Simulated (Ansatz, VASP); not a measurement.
# Fe in VASP and in Ansatz

The input INCAR:

```
SYSTEM = Fe
  ALGO = Normal
  EDIFF = 1E-6
  ENCUT = 690
  GGA = RE
  GGA_COMPAT = .False.
  ISIF = 2
  ISMEAR = -1
  LASPH = .True.
  LCHARG = .False.
  LREAL = .False.
  LWAVE = .False.
  NBANDS = 23
  NELM = 120
  PREC = Accurate
  SIGMA = 0.1
```

Contents of KPOINTS:

```
k-points
0
Gamma
  13 13 13
  0 0 0
```

POSCAR

```
Fe
1.0
    0.0000000000      2.4195485438      2.4195485438
    2.4195485438      0.0000000000      2.4195485438
    2.4195485438      2.4195485438      0.0000000000
Fe
2
Direct
    0.1250000000      0.1250000000      0.1250000000
    0.8750000000      0.8750000000      0.8750000000
```

Input for Ansatz:

```yaml
crystal:
  lattice:
    - [0.0, 2.4195485438, 2.4195485438]
    - [2.4195485438, 0.0, 2.4195485438]
    - [2.4195485438, 2.4195485438, 0.0]
  atoms:
    - { symbol: Fe, position: [0.125, 0.125, 0.125] }
    - { symbol: Fe, position: [0.875, 0.875, 0.875] }
hamiltonian:
  xc: revpbe
  pseudopotentials:
    kind: paw
    azcp:
      Fe: "pseudopotentials/Fe.paw.azcp"
basis:
  ecutwfc: 420
  fft_grid_basis: typed
kpoints:
  mp_grid: { grid: [13, 13, 13], shift: [0, 0, 0] }
magnetization:
  spin_polarized: false
scf:
  occupations: { method: fermi_dirac, width: 0.1 }
  lower_state_search: "off"
output:
  stress: true
```

Alike in both runs: task single point; functional revPBE; k mesh 13 × 13 × 13; occupations fermi-dirac, width 0.1 eV; no spin polarisation.

```csv
,VASP,Ansatz
version,VASP 6.6.1,Ansatz 0.2.0
potentials or method,"VASP PAW PBE potentials, release 64 (Fe_sv), cutoff 690 eV","plane waves (420 eV) with PAW, scalar-relativistic"
valence electrons in the cell,32,32
```

|  | VASP | Ansatz | Ansatz less VASP |
| --- | --- | --- | --- |
| pressure (GPa) | 5.3 | 6.5 | +1.24 |

VASP's potentials were made for PBE, not for revPBE. With one functional, cell and mesh, what is left measures potentials, basis and numerics.
